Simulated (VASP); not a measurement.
BeS (rocksalt type):

```
Be S
1.0
     0.00000    2.31446    2.31446
     2.31446    0.00000    2.31446
     2.31446    2.31446    0.00000
Be S
1 1
Direct
  0.00000 0.00000 0.00000
  0.50000 0.50000 0.50000
```

Base run:

* Program: VASP 6.6.1
* Functional: r2SCAN
* Potentials or basis: VASP PAW PBE potentials, release 64 (Be, S)
* Cutoff: 520 eV
* k mesh: 13 × 13 × 13
* Occupations: fermi-dirac, width 0.08 eV
* Spin: no spin polarisation

Its results: band gap on the k mesh 1.38 eV, indirect (least direct gap 4.63 eV); pressure 0.3 GPa.

The run is repeated on the same cell with these changes: functional from r2SCAN to PBE. What comes out?

Band gap on the k mesh 1.02 eV, indirect (least direct gap 4.18 eV); pressure -0.1 GPa.

r2SCAN gives the wider gap, since meta-GGAs in the generalised Kohn-Sham scheme recover part of the derivative discontinuity.

Caveats: the PAW data sets were made with another functional, which shifts forces and pressure a little (some runs).

A k mesh can miss the band edges.
